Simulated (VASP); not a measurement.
Write the native input for VASP 6.6.1 that does the following.

- Task: single point
- Functional: r2SCAN
- Potentials or basis: VASP PAW PBE potentials, release 64 (Ta_pv, N)
- Cutoff: 520 eV
- k mesh: 9 × 9 × 12
- Occupations: gaussian, width 0.1 eV
- Spin: no spin polarisation
- Dipole correction: no
- Further INCAR settings: ALGO = Normal; EDIFF = 1e-06; NBANDS = 33

The system is TaN.

```
Ta N
1.0
     5.30524    0.00000    0.00000
    -2.65262    4.59447    0.00000
     0.00000    0.00000    2.91803
Ta N
3 3
Direct
  0.00000 0.00000 0.00000
  0.33333 0.66667 0.50000
  0.66667 0.33333 0.50000
  0.50000 0.00000 0.00000
  0.50000 0.50000 0.00000
  0.00000 0.50000 0.00000
```

The input as run:

POSCAR

```
TaN
1.0
    5.3052355036      0.0000000000      0.0000000000
   -2.6526177518      4.5944687192      0.0000000000
    0.0000000000      0.0000000000      2.9180333296
Ta N
3 3
Direct
    0.0000000000      0.0000000000      0.0000000000
    0.3333333333      0.6666666667      0.5000000000
    0.6666666667      0.3333333333      0.5000000000
    0.5000000000      0.0000000000      0.0000000000
    0.5000000000      0.5000000000      0.0000000000
    0.0000000000      0.5000000000      0.0000000000
```

INCAR.step1

```
PREC = Accurate
ENCUT = 520
ISMEAR = 0
SIGMA = 0.1
LREAL = False
LASPH = True
NELM = 100
NBANDS = 33
GGA = PE
ALGO = Normal
EDIFF = 1E-4
LWAVE = True
LCHARG = False
```

INCAR.step2

```
PREC = Accurate
ENCUT = 520
EDIFF = 1E-6
ISMEAR = 0
SIGMA = 0.1
LREAL = False
LASPH = True
NELM = 100
ALGO = Normal
ISIF = 2
LWAVE = False
LCHARG = True
METAGGA = R2SCAN
LMIXTAU = True
LELF = True
LVHAR = True
NBANDS = 33
ISTART = 1
```

KPOINTS

```
regular mesh
0
Gamma
  9 9 12
```

Potentials or basis: VASP PAW PBE potentials, release 64 (Ta_pv, N).

Launch:

```bash
$ cat potpaw_PBE.64/Ta_pv/POTCAR potpaw_PBE.64/N/POTCAR > POTCAR
$ cp INCAR.step1 INCAR
$ mpirun -np 1 vasp_std > vasp.out
$ cp INCAR.step2 INCAR
$ mpirun -np 1 vasp_std > vasp.out
```

Results of the run:

The pressure is -6.8 GPa and the band gap on the k mesh is zero (bands 24 and 25 overlap by 2.16 eV).

Caveat: the cell stands under tension; the PAW data sets were made with another functional, which shifts forces and pressure a little; spin-orbit coupling is left out, which moves the levels of the heavy elements.

Run time: 11 min on 1 thread of Intel(R) Xeon(R) 6975P-C (Granite Rapids) (shared host), peak memory 0.3 GiB.
